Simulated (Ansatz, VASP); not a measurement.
NaCl in VASP and in Ansatz

```
Cl Na
1.0
     0.00000    2.79406    2.79406
     2.79406    0.00000    2.79406
     2.79406    2.79406    0.00000
Cl Na
1 1
Cartesian
  2.7941 2.7941 2.7941
  0.0000 0.0000 0.0000
```

Alike in both runs: task relaxation of cell and atoms; functional PBE; k mesh 8 × 8 × 8; occupations fermi-dirac, width 0.05 eV; no spin polarisation.

|  | VASP | Ansatz |
| --- | --- | --- |
| version | VASP 6.6.1 | Ansatz 0.2.0 |
| potentials or method | VASP PAW PBE potentials, release 64 (Cl, Na_pv), cutoff 600 eV | all-electron LAPW, scalar-relativistic |

```csv
,VASP,Ansatz,Ansatz less VASP
relaxed volume (Å³/atom),23.15,23.07,-0.084
relaxed length of the cell vector where the two differ most in proportion (Å),4.031,4.026,-0.0049
```

Ansatz ran all-electron here, and VASP with PAW potentials.
